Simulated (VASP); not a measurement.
# Sr (Pm-3m) in VASP: notebook, part 2 of 2

VASP 6.6.1.

## (5) Single point, RPBE

This run uses another cell than the first one, of 62.45 Å³/atom, 1.136 times its volume.

The input, INCAR:

```
SYSTEM = Sr
PREC     = Accurate       ! precision mode
ENCUT    = 520            ! plane-wave cutoff, eV
EDIFF    = 1E-6           ! SCF threshold, eV
ISMEAR   = -1             ! smearing method
SIGMA    = 0.1            ! smearing width, eV
LREAL    = .False.        ! projectors in reciprocal space
LASPH    = .True.         ! aspherical terms in the spheres
NELM     = 100            ! most SCF steps
ALGO     = Normal         ! electronic algorithm
ISIF     = 2              ! what is computed and relaxed
LWAVE    = .False.        ! write WAVECAR
LCHARG   = .True.         ! write CHGCAR
GGA      = RP             ! functional
LELF     = .True.         ! ELF
LVHAR    = .True.       
NBANDS   = 11             ! bands
```

The input, KPOINTS:

```
regular mesh
0
Gamma
  8 8 8
  0 0 0
```

The input, POSCAR:

```
Sr
1.0
    3.9673456354      0.0000000000      0.0000000000
    0.0000000000      3.9673456354      0.0000000000
    0.0000000000      0.0000000000      3.9673456354
Sr
1
Direct
    0.0000000000      0.0000000000      0.0000000000
```

Potentials or basis: VASP PAW PBE potentials, release 64 (Sr_sv).

Launch:

```
$ cat potpaw_PBE.64/Sr_sv/POTCAR > POTCAR
$ mpirun -np 1 vasp_std > vasp.out
```

OUTCAR:

```text
SYSTEM = Sr
   PREC = Accurate
   ENCUT = 520
   EDIFF = 1E-6
   ISMEAR = -1
   LREAL = .False.
   LASPH = .True.
   NELM = 100
   ISIF = 2
   GGA = RP

 ion  position               nearest neighbor table
   1  0.000  0.000  0.000-

  LATTYP: Found a simple cubic cell.
 ALAT       =     3.9673456354

  Lattice vectors:

 A1 = (   3.9673456354,   0.0000000000,   0.0000000000)
 A2 = (   0.0000000000,   3.9673456354,   0.0000000000)
 A3 = (   0.0000000000,   0.0000000000,   3.9673456354)

Analysis of symmetry for initial positions (statically):
=====================================================================
 Subroutine PRICEL returns:
 Original cell was already a primitive cell.

 Routine SETGRP: Setting up the symmetry group for a
 simple cubic supercell.

 Subroutine GETGRP returns: Found 48 space group operations
 (whereof 48 operations were pure point group operations)
 out of a pool of 48 trial point group operations.

The static configuration has the point symmetry O_h .

Analysis of symmetry for dynamics (positions and initial velocities):
[... 158 lines left out ...]

 val. band max:        1.0546930079   @ k =   0.5000   0.2500   0.2500
 cond. band min:       1.1688298919   @ k =   0.5000   0.3750   0.2500
 fundamental gap:      0.1141368841
 Fermi energy:         1.1203727972

 k-point     1 :       0.0000    0.0000    0.0000
  band No.  band energies     occupation
      1     -35.9006      2.00000
      2     -17.7798      2.00000
      3     -17.7798      2.00000
      4     -17.7798      2.00000
      5      -2.1264      2.00000
      6       1.9252      0.00064
      7       1.9252      0.00064
      8       5.7433      0.00000
      9       5.7433      0.00000
     10       5.7433      0.00000
     11       8.0218      0.00000
[... 309 lines left out ...]
 k-point    24 :       0.5000    0.3750    0.1250
  band No.  band energies     occupation
      1     -35.8770      2.00000
      2     -17.9572      2.00000
      3     -17.9258      2.00000
      4     -17.7766      2.00000
      5       0.9188      1.76485
      6       1.6755      0.00773
      7       2.8964      0.00000
      8       3.0905      0.00000
      9       4.5622      0.00000
     10       4.7219      0.00000
     11       6.8458      0.00000

 [... further k-points ...]
[... 5 lines left out ...]
  --------------------------------------------------------------------------------------
  -------------------------------------------------------------------------------------
  Total        0.0014613      0.0014613      0.0014613      0.0000000      0.0000000      0.0000000
  in kB        0.0374919      0.0374919      0.0374919      0.0000000      0.0000000      0.0000000
  external PRESSURE =       0.0374919 kB  Pullay stress =       0.0000000 kB

 VOLUME and BASIS-vectors are now :
 -----------------------------------------------------------------------------
  energy-cutoff  :      520.00
  volume of cell :       62.45
      direct lattice vectors                 reciprocal lattice vectors
     3.967345635  0.000000000  0.000000000     0.252057696  0.000000000  0.000000000
     0.000000000  3.967345635  0.000000000     0.000000000  0.252057696  0.000000000
     0.000000000  0.000000000  3.967345635     0.000000000  0.000000000  0.252057696

 POSITION                                       TOTAL-FORCE (eV/Angst)
 -----------------------------------------------------------------------------------
      0.00000      0.00000      0.00000         0.000000      0.000000      0.000000
 -----------------------------------------------------------------------------------
    total drift:                                0.000000      0.000000     -0.000000

  FREE ENERGIE OF THE ION-ELECTRON SYSTEM (eV)
  ---------------------------------------------------
  free  energy   TOTEN  =        -1.1037647422 eV

  energy  without entropy=       -1.0646319936  energy(sigma->0) =       -1.08419837
```

OSZICAR:

```text
N       E                     dE             d eps       ncg     rms          rms(c)
DAV:   1     0.378856506182E+02    0.37886E+02   -0.47509E+03   770   0.782E+02
DAV:   2     0.757540539046E+00   -0.37128E+02   -0.36526E+02   887   0.151E+02
DAV:   3    -0.989868571257E+00   -0.17474E+01   -0.17166E+01  1151   0.244E+01
DAV:   4    -0.109031837013E+01   -0.10045E+00   -0.99427E-01  1015   0.522E+00
DAV:   5    -0.109208493372E+01   -0.17666E-02   -0.17664E-02  1155   0.625E-01    0.102E+01
DAV:   6    -0.109956502301E+01   -0.74801E-02   -0.10367E-02   941   0.111E+00    0.571E+00
DAV:   7    -0.110365418035E+01   -0.40892E-02   -0.19460E-02   970   0.149E+00    0.366E-01
DAV:   8    -0.110371066025E+01   -0.56480E-04   -0.22764E-03  1019   0.304E-01    0.102E-01
DAV:   9    -0.110375776837E+01   -0.47108E-04   -0.89360E-05  1077   0.679E-02    0.318E-02
DAV:  10    -0.110376537494E+01   -0.76066E-05   -0.13697E-05  1010   0.291E-02    0.131E-02
DAV:  11    -0.110376474217E+01    0.63277E-06   -0.82537E-07   916   0.671E-03
   1 F= -.11037647E+01 E0= -.10841984E+01  d E =-.391327E-01
```

stdout:

```text
POSCAR found type information on POSCAR Sr
 POSCAR found :  1 types and       1 ions
 scaLAPACK will be used
 -----------------------------------------------------------------------------
|                                                                             |
|                                                                             |
|     You enforced a specific xc type in the INCAR file but a different       |
|     I HOPE YOU KNOW WHAT YOU ARE DOING!                                     |
|                                                                             |
 -----------------------------------------------------------------------------

 LDA part: xc-table for (Slater+PW92), standard interpolation
 POSCAR, INCAR and KPOINTS ok, starting setup
 FFT: planning ... GRIDC
 FFT: planning ... GRID_SOFT
 FFT: planning ... GRID
 WAVECAR not read
 entering main loop
```

It took 8 s on 1 thread of Intel Xeon 6975P-C (Granite Rapids), shared host; peak memory 0.17 GiB.

What came out:

```yaml
Free_energy: -1.1038 eV
Pressure: 0.0 GPa
Band_gap_on_the_k_mesh: zero (band 5 reaches 1.76 eV, above the bottom of band 6 at 0.86 eV)
```

Caveat: the PAW data sets were made with another functional, which shifts forces and pressure a little.

## (6) Single point, RPBE

This run uses another cell than the first one, of 62.45 Å³/atom, 1.136 times its volume.

The input, INCAR:

```
SYSTEM = Sr
ALGO     = Normal         ! electronic algorithm
EDIFF    = 1E-6           ! SCF threshold, eV
ENCUT    = 520            ! plane-wave cutoff, eV
GGA      = RP             ! functional
ISIF     = 2              ! what is computed and relaxed
ISMEAR   = -1             ! smearing method
LASPH    = .TRUE.         ! aspherical terms in the spheres
LCHARG   = .FALSE.        ! write CHGCAR
LREAL    = .FALSE.        ! projectors in reciprocal space
LWAVE    = .FALSE.        ! write WAVECAR
NBANDS   = 11             ! bands
NELM     = 100            ! most SCF steps
PREC     = Accurate       ! precision mode
SIGMA    = 0.1            ! smearing width, eV
```

The input, KPOINTS:

```
k-points
0
G
  9 9 9
  0 0 0
```

POSCAR is that of step 5.

Potentials or basis: VASP PAW PBE potentials, release 64 (Sr_sv).

Launch:

```
$ cat potpaw_PBE.64/Sr_sv/POTCAR > POTCAR
$ mpirun -np 1 vasp_std > vasp.out
```

OUTCAR:

```text
SYSTEM = Sr
   EDIFF = 1E-6
   ENCUT = 520
   GGA = RP
   ISIF = 2
   ISMEAR = -1
   LASPH = .TRUE.
   LREAL = .FALSE.
   NELM = 100
   PREC = Accurate

 ion  position               nearest neighbor table
   1  0.000  0.000  0.000-

  LATTYP: Found a simple cubic cell.
 ALAT       =     3.9673456354

  Lattice vectors:

 A1 = (   3.9673456354,   0.0000000000,   0.0000000000)
 A2 = (   0.0000000000,   3.9673456354,   0.0000000000)
 A3 = (   0.0000000000,   0.0000000000,   3.9673456354)

[... 512 lines left out ...]
     10       4.6175      0.00000
     11       6.9158      0.00000

 [... further k-points ...]

------------------------ aborting loop because EDIFF is reached ----------------------------------------

  FORCE on cell =-STRESS in cart. coord.  units (eV):
  Direction    XX          YY          ZZ          XY          YZ          ZX
  --------------------------------------------------------------------------------------
  -------------------------------------------------------------------------------------
  Total       -0.0063199     -0.0063199     -0.0063199      0.0000000     -0.0000000      0.0000000
  in kB       -0.1621519     -0.1621519     -0.1621519      0.0000000     -0.0000000      0.0000000
  external PRESSURE =      -0.1621519 kB  Pullay stress =       0.0000000 kB

 VOLUME and BASIS-vectors are now :
 -----------------------------------------------------------------------------
  energy-cutoff  :      520.00
  volume of cell :       62.45
      direct lattice vectors                 reciprocal lattice vectors
     3.967345635  0.000000000  0.000000000     0.252057696  0.000000000  0.000000000
     0.000000000  3.967345635  0.000000000     0.000000000  0.252057696  0.000000000
     0.000000000  0.000000000  3.967345635     0.000000000  0.000000000  0.252057696

 POSITION                                       TOTAL-FORCE (eV/Angst)
 -----------------------------------------------------------------------------------
      0.00000      0.00000      0.00000         0.000000      0.000000      0.000000
 -----------------------------------------------------------------------------------
    total drift:                                0.000000      0.000000     -0.000000

  FREE ENERGIE OF THE ION-ELECTRON SYSTEM (eV)
  ---------------------------------------------------
  free  energy   TOTEN  =        -1.0959624881 eV

  energy  without entropy=       -1.0473502012  energy(sigma->0) =       -1.07165634
```

Wall time 7.5 s (1 thread of Intel Xeon 6975P-C (Granite Rapids), shared host); peak memory 0.17 GiB.

Results:

| Quantity | Value |
| --- | --- |
| Free energy | -1.0960 eV |
| Pressure | 0.0 GPa |
| Band gap on the k mesh | zero (band 5 reaches 1.65 eV, above the bottom of band 6 at 1.04 eV) |

Caveat: the PAW data sets were made with another functional, which shifts forces and pressure a little.

## (7) The runs side by side

```csv
cell,k mesh,gap on the mesh (eV),pressure (GPa)
"a = 3.802 Å, 1 atom",9 × 9 × 9,none,0.9
"a = 3.859 Å, 1 atom",9 × 9 × 9,none,0.6
"a = 3.914 Å, 1 atom",9 × 9 × 9,none,0.2
"a = 3.967 Å, 1 atom",8 × 8 × 8,none,0.0
"a = 3.967 Å, 1 atom",9 × 9 × 9,none,0.0
```

Alike in all rows: task single point; level RPBE; potentials or basis VASP PAW PBE potentials, release 64 (Sr_sv); no spin polarisation; cutoff (eV) 520; smearing fermi-dirac 0.1 eV.

Caveats: the PAW data sets were made with another functional, which shifts forces and pressure a little.

Absolute energies hang on the potentials; compare differences alone.
